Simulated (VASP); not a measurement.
# Sc3Ga2As (P6_3/mmc) in VASP: further runs, part 2 of 2

VASP 6.6.1. Earlier steps stand in the parts before.

### 3 Single point, PBE

This run uses another cell than the first one, of 21.42 Å³/atom.

INCAR

```
ALGO     = Fast           # electronic algorithm
EDIFF    = 1E-7           # SCF threshold, eV
ENCUT    = 520            # plane-wave cutoff, eV
GGA      = PE             # functional
ISIF     = 2              # what is computed and relaxed
ISMEAR   = 0              # smearing method
LASPH    = T              # aspherical terms in the spheres
LCHARG   = F              # write CHGCAR
LREAL    = F              # projectors in reciprocal space
LWAVE    = F              # write WAVECAR
NBANDS   = 76             # bands
NELM     = 80             # most SCF steps
PREC     = Accurate       # precision mode
SIGMA    = 0.1            # smearing width, eV
```

KPOINTS

```
k-points
0
Gamma
  6 6 1
```

POSCAR

```
Sc3Ga2As
1.0
    3.6260910903     -0.0000000031      0.0000000000
   -1.8130455425      3.1402870021      0.0000000000
    0.0000000000      0.0000000000     22.5690205961
Sc Ga As
6 4 2
Direct
    0.6666666667      0.3333333333      0.3252857308
    0.3333333333      0.6666666667      0.8252857308
    0.3333333333      0.6666666667      0.6747142692
    0.6666666667      0.3333333333      0.1747142692
    0.0000000000      0.0000000000      0.5000000000
    0.0000000000      0.0000000000      0.0000000000
    0.3333333333      0.6666666667      0.4122444325
    0.6666666667      0.3333333333      0.9122444325
    0.3333333333      0.6666666667      0.0877555675
    0.6666666667      0.3333333333      0.5877555675
    0.0000000000      0.0000000000      0.7500000000
    0.0000000000      0.0000000000      0.2500000000
```

Potentials or basis: VASP PAW PBE potentials, release 64 (Sc_sv, Ga_d, As).

The run is started by

```console
$ cat potpaw_PBE.64/Sc_sv/POTCAR potpaw_PBE.64/Ga_d/POTCAR potpaw_PBE.64/As/POTCAR > POTCAR
$ mpirun -np 1 vasp_std > vasp.out
```

OUTCAR:

```text
EDIFF = 1E-7
   ENCUT = 520
   GGA = PE
   ISIF = 2
   ISMEAR = 0
   LASPH = T
   LREAL = F
   NELM = 80
   PREC = Accurate

 ion  position               nearest neighbor table
   1  0.667  0.333  0.325-  12 2.70  12 2.70  12 2.70   7 2.87   7 2.87   7 2.87   4 3.40
   2  0.333  0.667  0.825-  11 2.70  11 2.70  11 2.70   8 2.87   8 2.87   8 2.87   3 3.40
   3  0.333  0.667  0.675-  11 2.70  11 2.70  11 2.70  10 2.87  10 2.87  10 2.87   2 3.40
   4  0.667  0.333  0.175-  12 2.70  12 2.70  12 2.70   9 2.87   9 2.87   9 2.87   1 3.40
   5  0.000  0.000  0.500-   7 2.88  10 2.88   7 2.88  10 2.88  10 2.88   7 2.88
   6  0.000  0.000  0.000-   8 2.88   9 2.88   9 2.88   8 2.88   8 2.88   9 2.88
   7  0.333  0.667  0.412-   1 2.87   1 2.87   1 2.87   5 2.88   5 2.88   5 2.88
   8  0.667  0.333  0.912-   2 2.87   2 2.87   2 2.87   6 2.88   6 2.88   6 2.88
   9  0.333  0.667  0.088-   4 2.87   4 2.87   4 2.87   6 2.88   6 2.88   6 2.88
  10  0.667  0.333  0.588-   3 2.87   3 2.87   3 2.87   5 2.88   5 2.88   5 2.88
  11  0.000  0.000  0.750-   2 2.70   3 2.70   2 2.70   3 2.70   2 2.70   3 2.70
  12  0.000  0.000  0.250-   1 2.70   4 2.70   1 2.70   4 2.70   1 2.70   4 2.70

  LATTYP: Found a hexagonal cell.
 ALAT       =     3.6260910903
 C/A-ratio  =     6.2240633327

  Lattice vectors:

 A1 = (   3.6260910903,  -0.0000000031,   0.0000000000)
 A2 = (  -1.8130455425,   3.1402870021,   0.0000000000)
 A3 = (   0.0000000000,   0.0000000000,  22.5690205961)

Analysis of symmetry for initial positions (statically):
=====================================================================
 Subroutine PRICEL returns:
 Original cell was already a primitive cell.

 Routine SETGRP: Setting up the symmetry group for a
 hexagonal supercell.

 Subroutine GETGRP returns: Found 24 space group operations
 (whereof 12 operations were pure point group operations)
 out of a pool of 24 trial point group operations.

The static configuration has the point symmetry D_3d.
 The point group associated with its full space group is D_6h.

Analysis of symmetry for dynamics (positions and initial velocities):
=====================================================================
 Subroutine PRICEL returns:
 Original cell was already a primitive cell.

 Routine SETGRP: Setting up the symmetry group for a
 hexagonal supercell.

 Subroutine GETGRP returns: Found 24 space group operations
 (whereof 12 operations were pure point group operations)
 out of a pool of 24 trial point group operations.

The dynamic configuration has the point symmetry D_3d.
 The point group associated with its full space group is D_6h.

 Subroutine INISYM returns: Found 24 space group operations
 (whereof 12 operations are pure point group operations),
 and found     1 'primitive' translations

----------------------------------------------------------------------------------------

                                     Primitive cell

  volume of cell :     256.9927

  direct lattice vectors                    reciprocal lattice vectors
     3.626091090 -0.000000003  0.000000000     0.275779062  0.159221116  0.000000000
    -1.813045543  3.140287002  0.000000000     0.000000000  0.318442231  0.000000000
     0.000000000  0.000000000 22.569020596     0.000000000  0.000000000  0.044308524

  length of vectors
[... 69 lines left out ...]
   dimension x,y,z NGX =    28 NGY =   28 NGZ =  168
   dimension x,y,z NGXF=    56 NGYF=   56 NGZF=  336
   ions per type =               6   4   2
   NGX,Y,Z   is equivalent  to a cutoff of  12.84, 12.84, 12.38 a.u.
   NGXF,Y,Z  is equivalent  to a cutoff of  25.67, 25.67, 24.75 a.u.
 SYSTEM =  unknown system
   PREC   = accura    normal or accurate (medium, high low for compatibility)
   ISTART =      0    job   : 0-new  1-cont  2-samecut
   ICHARG =      2    charge: 1-file 2-atom 10-const
   ISPIN  =      1    spin polarized calculation?
   LNONCOLLINEAR =      F non collinear calculations
   LSORBIT =      F    spin-orbit coupling
   LASPH  =      T    aspherical Exc in radial PAW
   ENCUT  =  520.0 eV  38.22 Ry    6.18 a.u.   6.74  6.74 41.96*2*pi/ulx,y,z
   NELM   =     80;   NELMIN=  2; NELMDL= -5     # of ELM steps
   EDIFF  = 0.1E-06   stopping-criterion for ELM
   LREAL  =      F    real-space projection
   EDIFFG = 0.1E-05   stopping-criterion for IOM
   NSW    =      0    number of steps for IOM
   IBRION =     -1    ionic relax: 0-MD 1-quasi-New 2-CG
   NFREE  =      0    steps in history (QN), initial steepest desc. (CG)
   ISIF   =      2    stress and relaxation
   ISYM   =      2    0-nonsym 1-usesym 2-fastsym
   POTIM  = 0.5000    time-step for ionic-motion
   TEBEG  =    0.0;   TEEND  =   0.0 temperature during run
   PSTRESS=    0.0 pullay stress
   NELECT =     128.0000    total number of electrons
   NUPDOWN=      -1.0000    fix difference up-down
   EMIN   =  10.00;   EMAX   =-10.00  energy-range for DOS
   EFERMI =   0.00;   METHOD = LEGACY
   ISMEAR =     0;   SIGMA  =   0.10  broadening in eV -4-tet -1-fermi 0-gaus
   EFERMI_NEDOS =   21; number of points for ismear=-14 and -15
   IALGO  =     68    algorithm
   IMIX   =      4    mixing-type and parameters
     AMIX     =   0.40;   BMIX     =  1.00
     AMIX_MAG =   1.60;   BMIX_MAG =  1.00
  volume/ion in A,a.u.               =      21.42       144.52
  Fermi-wavevector in a.u.,A,eV,Ry     =   1.297691  2.452280 22.912231  1.684001
  Thomas-Fermi vector in A             =   2.429067
   LORBIT       =      0    0 simple, 1 ext, 2 COOP (PROOUT), +10 PAW based schemes
   GGA     = PE    functional components
   LHFCALC =     F    Hartree Fock is set to
   AEXX    =    0.0000 exact exchange contribution
   IVDW    =     0    specifies the selected vdW correction
   LEPSILON=     F    determine dielectric tensor
   LRPA    =     F    only Hartree local field effects (RPA)
 non-spin polarized calculation
 RMM-DIIS sequential band-by-band and
 Gauss-broadening in eV      SIGMA  =   0.10
  energy-cutoff  :      520.00
  volume of cell :      256.99
 maximum number of plane-waves:      6959
 NGX is ok and might be reduce to    28
   NGX = 13   NGY = 13   NGZ = 83

 number of electron     127.9999968 magnetization

 Free energy of the ion-electron system (eV)
  ---------------------------------------------------
  ext. energy  EPLUGINS =         0.00000000
  ---------------------------------------------------
  free energy    TOTEN  =       -66.18588241 eV

  energy without entropy =      -66.14740042  energy(sigma->0) =      -66.16664141

 E-fermi :   4.2553     XC(G=0): -10.3100

 val. band max:        4.1632986493   @ k =   0.3333   0.1667   0.0000
 cond. band min:       4.3090196263   @ k =   0.3333   0.1667   0.0000
 fundamental gap:      0.1457209770
 Fermi energy:         4.2552612319

 k-point     1 :       0.0000    0.0000    0.0000
  band No.  band energies     occupation
      1     -45.4268      2.00000
      2     -45.4268      2.00000
      3     -45.0335      2.00000
      4     -45.0335      2.00000
      5     -45.0266      2.00000
      6     -45.0266      2.00000
[... 542 lines left out ...]
     75       6.5608      0.00000
     76       7.0360      0.00000

------------------------ aborting loop because EDIFF is reached ----------------------------------------

  FORCE on cell =-STRESS in cart. coord.  units (eV):
  Direction    XX          YY          ZZ          XY          YZ          ZX
  --------------------------------------------------------------------------------------
  -------------------------------------------------------------------------------------
  Total        0.3250515      0.3250515      0.4884443     -0.0000000      0.0000000      0.0000000
  in kB        2.0264783      2.0264783      3.0451233     -0.0000000      0.0000000      0.0000000
  external PRESSURE =       2.3660266 kB  Pullay stress =       0.0000000 kB

 VOLUME and BASIS-vectors are now :
 -----------------------------------------------------------------------------
  energy-cutoff  :      520.00
  volume of cell :      256.99
      direct lattice vectors                 reciprocal lattice vectors
     3.626091090 -0.000000003  0.000000000     0.275779062  0.159221116  0.000000000
    -1.813045543  3.140287002  0.000000000     0.000000000  0.318442231  0.000000000
     0.000000000  0.000000000 22.569020596     0.000000000  0.000000000  0.044308524

 POSITION                                       TOTAL-FORCE (eV/Angst)
 -----------------------------------------------------------------------------------
      1.81305      1.04676      7.34138        -0.000000     -0.000000      0.030013
      0.00000      2.09352     18.62589         0.000000     -0.000000      0.030013
      0.00000      2.09352     15.22764         0.000000      0.000000     -0.030013
      1.81305      1.04676      3.94313        -0.000000     -0.000000     -0.030013
      0.00000      0.00000     11.28451        -0.000000     -0.000000     -0.000000
      0.00000      0.00000      0.00000        -0.000000     -0.000000     -0.000000
      0.00000      2.09352      9.30395        -0.000000     -0.000000     -0.001372
      1.81305      1.04676     20.58846         0.000000     -0.000000     -0.001372
      0.00000      2.09352      1.98056        -0.000000     -0.000000      0.001372
      1.81305      1.04676     13.26507         0.000000      0.000000      0.001372
      0.00000      0.00000     16.92677        -0.000000     -0.000000     -0.000000
      0.00000      0.00000      5.64226        -0.000000     -0.000000     -0.000000
 -----------------------------------------------------------------------------------
    total drift:                                0.000000     -0.000000      0.000000

  FREE ENERGIE OF THE ION-ELECTRON SYSTEM (eV)
  ---------------------------------------------------
  free  energy   TOTEN  =       -66.1858824112 eV

  energy  without entropy=      -66.1474004165  energy(sigma->0) =      -66.16664141
```

Wall time 3.8 min (1 thread of AMD EPYC 9R45 (Zen 5), shared host); peak memory 0.38 GiB.

Results:

```
Free energy            : -66.1859 eV
Pressure               : 0.2 GPa
Largest force          : 0.030 eV/Å
Band gap on the k mesh : zero (bands 64 and 65 overlap by 1.76 eV)
```

Forces in eV/Å, atoms in the order of the input:
```
Sc   0.000  0.000  0.030
Sc   0.000  0.000  0.030
Sc   0.000  0.000 -0.030
Sc   0.000  0.000 -0.030
Sc   0.000  0.000  0.000
Sc   0.000  0.000  0.000
Ga   0.000  0.000 -0.001
Ga   0.000  0.000 -0.001
Ga   0.000  0.000  0.001
Ga   0.000  0.000  0.001
As   0.000  0.000  0.000
As   0.000  0.000  0.000
```

### 4 Relaxation of cell and atoms, PBE

INCAR

```
SYSTEM = Sc3Ga2As
PREC = Accurate ; ENCUT = 600
EDIFF = 1E-7 ; ISMEAR = 0
SIGMA = 0.1 ; LREAL = .False.
LASPH = .True. ; NELM = 60
ALGO = Fast ; ISIF = 3
LWAVE = .False. ; LCHARG = .False.
GGA = PE ; IBRION = 2
NSW = 90 ; EDIFFG = -0.04
```

KPOINTS

```
Automatic mesh
0
Gamma
  6 6 1
  0 0 0
```

POSCAR

```
Sc3Ga2As
1.0
    3.4231357100      0.0000000000      0.0000000000
   -1.7115678500      2.9645224800      0.0000000000
    0.0000000000      0.0000000000     20.7555233300
Sc Ga As
6 4 2
Direct
    0.6666666700      0.3333333300      0.3726033900
    0.3333333300      0.6666666700      0.8726033900
    0.3333333300      0.6666666700      0.6273966100
    0.6666666700      0.3333333300      0.1273966100
    0.0000000000      0.0000000000      0.5000000000
    0.0000000000      0.0000000000      0.0000000000
    0.3333333300      0.6666666700      0.4305387700
    0.6666666700      0.3333333300      0.9305387700
    0.3333333300      0.6666666700      0.0694612300
    0.6666666700      0.3333333300      0.5694612300
    0.0000000000      0.0000000000      0.7500000000
    0.0000000000      0.0000000000      0.2500000000
```

The run is started by

```console
$ cat potpaw_PBE.64/Sc_sv/POTCAR potpaw_PBE.64/Ga_d/POTCAR potpaw_PBE.64/As/POTCAR > POTCAR
$ mpirun -np 1 vasp_std > vasp.out
```

Run time: 71 min. Hardware: 1 thread of AMD EPYC 9R45 (Zen 5), shared host; peak memory 0.43 GiB.

It converged, with:

| Quantity | Value |
| --- | --- |
| Free energy | -66.1770 eV |
| Relaxed volume | 21.48 Å³/atom |
| Relaxed cell | a = 3.629 Å, b = 3.629 Å, c = 22.596 Å, α = 90.00°, β = 90.00°, γ = 120.00° |
| Space group after relaxing (to 0.1 Å) | P6_3/mmc (No. 194) |
| Energy gained by relaxing | 1292.1 meV/atom |
| Ionic steps | 24 |
| Pressure after relaxing | 0.0 GPa |
| Largest force after relaxing | 0.030 eV/Å |
| Band gap on the k mesh | zero (bands 64 and 65 overlap by 1.76 eV) |

Forces on the atoms (eV/Å):
```
Sc   0.000  0.000  0.018
Sc   0.000  0.000  0.018
Sc   0.000  0.000 -0.018
Sc   0.000  0.000 -0.018
Sc   0.000  0.000  0.000
Sc   0.000  0.000  0.000
Ga   0.000  0.000  0.030
Ga   0.000  0.000  0.030
Ga   0.000  0.000 -0.030
Ga   0.000  0.000 -0.030
As   0.000  0.000  0.000
As   0.000  0.000  0.000
```

The path:
```csv
step,energy change (eV),largest force (eV/Å),pressure (GPa),volume (Å³)
1,0.0000,7.0068,36.40,210.63
2,-6.9660,0.9611,-10.03,357.06
3,-9.4897,1.8045,-2.91,290.48
4,-9.4938,1.8634,-2.52,288.52
5,-9.4923,1.9167,-2.17,286.80
6,-10.4122,1.8974,-1.81,278.19
7,-12.8178,1.4566,0.92,253.26
8,-11.0525,2.7034,25.82,207.39
9,-13.5908,1.7157,4.16,240.20
10,-13.7369,1.9809,8.97,228.39
11,-14.0893,1.7798,8.14,230.68
12,-14.6115,1.2419,7.12,236.77
13,-14.6407,1.2704,6.94,239.53
14,-15.0908,0.7915,2.81,249.33
15,-15.2476,0.5507,-1.07,261.01
16,-15.2481,0.5634,-0.89,260.38
17,-15.3141,0.4736,-0.72,259.78
18,-15.4528,0.1836,-0.22,257.88
19,-15.4061,0.4922,1.25,253.65
20,-15.4957,0.0744,0.25,256.36
21,-15.4966,0.0958,0.34,256.07
22,-15.5029,0.0702,0.04,257.42
23,-15.5041,0.0564,-0.16,258.34
24,-15.5049,0.0303,0.03,257.77
```

Final structure:
```xyz
12
Lattice="3.6294 0.0000 0.0000 -1.8147 3.1432 0.0000 0.0000 0.0000 22.5956" Properties=species:S:1:pos:R:3 pbc="T T T"
Sc    1.8147    1.0477    7.3485
Sc    0.0000    2.0954   18.6463
Sc    0.0000    2.0954   15.2471
Sc    1.8147    1.0477    3.9493
Sc    0.0000    0.0000   11.2978
Sc    0.0000    0.0000    0.0000
Ga    0.0000    2.0954    9.3099
Ga    1.8147    1.0477   20.6077
Ga    0.0000    2.0954    1.9879
Ga    1.8147    1.0477   13.2857
As    0.0000    0.0000   16.9467
As    0.0000    0.0000    5.6489
```

Levels at points of the mesh, in eV from the Fermi level:
| k point | band 61 | band 62 | band 63 | band 64 | band 65 | band 66 | band 67 | band 68 |
| --- | --- | --- | --- | --- | --- | --- | --- | --- |
| (0.00, 0.00, 0.00) | 1.06 | 1.06 | 1.19 | 1.23 | 1.23 | 1.41 | 1.41 | 1.53 |
| (0.50, 0.00, 0.00) | -0.94 | -0.90 | -0.32 | -0.27 | 0.08 | 0.37 | 0.70 | 0.83 |

Caveat: the volume moved by over 15 % at a fixed basis, so the end points are rough.

### 5 Single point, PBE, collinear spin

This run uses another cell than the first one, of 21.42 Å³/atom.

INCAR

```
SYSTEM = Sc3Ga2As
ALGO = Normal ; EDIFF = 1E-7
ENCUT = 520 ; GGA = PE
ISIF = 2 ; ISMEAR = 0
ISPIN = 2 ; LASPH = .True.
LCHARG = .False. ; LMAXMIX = 4
LORBIT = 11 ; LREAL = .False.
LWAVE = .False. ; MAGMOM = 1 1 1 1 1 1 0 0 0 0 0 0
NBANDS = 80 ; NELM = 150
PREC = Accurate ; SIGMA = 0.1
```

KPOINTS

```
k-points
0
Gamma
  6 6 1
  0 0 0
```

POSCAR

```
Sc3Ga2As
1.0
    3.6260910903      0.0000000000      0.0000000000
   -1.8130455451      3.1402870006      0.0000000000
    0.0000000000      0.0000000000     22.5690205961
Sc Ga As
6 4 2
Direct
    0.6666666667      0.3333333333      0.3252857308
    0.3333333333      0.6666666667      0.8252857308
    0.3333333333      0.6666666667      0.6747142692
    0.6666666667      0.3333333333      0.1747142692
    0.0000000000      0.0000000000      0.5000000000
    0.0000000000      0.0000000000      0.0000000000
    0.3333333333      0.6666666667      0.4122444325
    0.6666666667      0.3333333333      0.9122444325
    0.3333333333      0.6666666667      0.0877555675
    0.6666666667      0.3333333333      0.5877555675
    0.0000000000      0.0000000000      0.7500000000
    0.0000000000      0.0000000000      0.2500000000
```

The run is started by

```console
$ cat potpaw_PBE.64/Sc_sv/POTCAR potpaw_PBE.64/Ga_d/POTCAR potpaw_PBE.64/As/POTCAR > POTCAR
$ mpirun -np 1 vasp_std > vasp.out
```

Wall time 23 min (1 thread of Intel Xeon 8259CL, shared host); peak memory 0.56 GiB.

It converged, with:

```
Free energy                                           : -66.1859 eV
Pressure                                              : 0.2 GPa
Largest force                                         : 0.030 eV/Å
Band gap on the k mesh                                : zero (filled and empty bands overlap)
Net moment                                            : 0.00 μB per cell
Valence electrons inside the program's atomic spheres : Sc 9.41, 9.30 (each value once); Ga 11.64; As 2.91
```

Forces on the atoms (eV/Å):
```
Sc   0.000  0.000  0.030
Sc   0.000  0.000  0.030
Sc   0.000  0.000 -0.030
Sc   0.000  0.000 -0.030
Sc   0.000  0.000  0.000
Sc   0.000  0.000  0.000
Ga   0.000  0.000 -0.001
Ga   0.000  0.000 -0.001
Ga   0.000  0.000  0.001
Ga   0.000  0.000  0.001
As   0.000  0.000  0.000
As   0.000  0.000  0.000
```

Stress tensor (GPa, compression positive):
```
0.20 0.00 0.00
0.00 0.20 0.00
0.00 0.00 0.30
```

Levels at points of the mesh, in eV from the Fermi level:
Spin up:
```csv
k point,band 60,band 61,band 62,band 63,band 64,band 65,band 66,band 67,band 68,band 69
"(0.00, 0.00, 0.00)",0.08,1.06,1.06,1.21,1.23,1.23,1.42,1.42,1.54,1.59
"(0.50, 0.00, 0.00)",-0.98,-0.94,-0.90,-0.32,-0.26,0.08,0.37,0.70,0.83,0.99
```
Spin down:
```tsv
k point	band 61	band 62	band 63	band 64	band 65	band 66	band 67	band 68
(0.00, 0.00, 0.00)	1.06	1.06	1.21	1.23	1.23	1.42	1.42	1.54
(0.50, 0.00, 0.00)	-0.94	-0.90	-0.32	-0.26	0.08	0.37	0.70	0.83
```

### 6 Summary

| task | spin | cell | cutoff (eV) | gap on the mesh (eV) | pressure (GPa) | largest force (eV/Å) |
| --- | --- | --- | --- | --- | --- | --- |
| single point | off | a = 3.423, b = 3.423, c = 20.756 Å, angles 90.0, 90.0, 120.0°, 12 atoms, atomic positions A | 520 | none | 36.4 | 7.01 |
| single point | off | a = 3.626, b = 3.626, c = 22.569 Å, angles 90.0, 90.0, 120.0°, 12 atoms, atomic positions B | 520 | none | 0.2 | 0.03 |
| relaxation of cell and atoms | off | relaxed from a = 3.423, b = 3.423, c = 20.756 Å, angles 90.0, 90.0, 120.0°, 12 atoms, atomic positions A | 600 | none | 0.0 | 0.03 |
| single point | collinear | a = 3.626, b = 3.626, c = 22.569 Å, angles 90.0, 90.0, 120.0°, 12 atoms, atomic positions B | 520 | none | 0.2 | 0.03 |

Alike in all rows: level PBE; potentials or basis VASP PAW PBE potentials, release 64 (Sc_sv, Ga_d, As); k mesh 6 × 6 × 1; smearing gaussian 0.1 eV.

Caveats: the cell stands under pressure (at least some runs); forces of over 1 eV/Å act on the atoms, so gaps and moduli don't describe the material at rest (at least some runs); the volume moved by over 15 % at a fixed basis, so the end points are rough (at least some runs).

Absolute energies hang on the potentials; compare differences alone.

The gap in the log of VASP goes by the Fermi energy; the results here count the filled bands.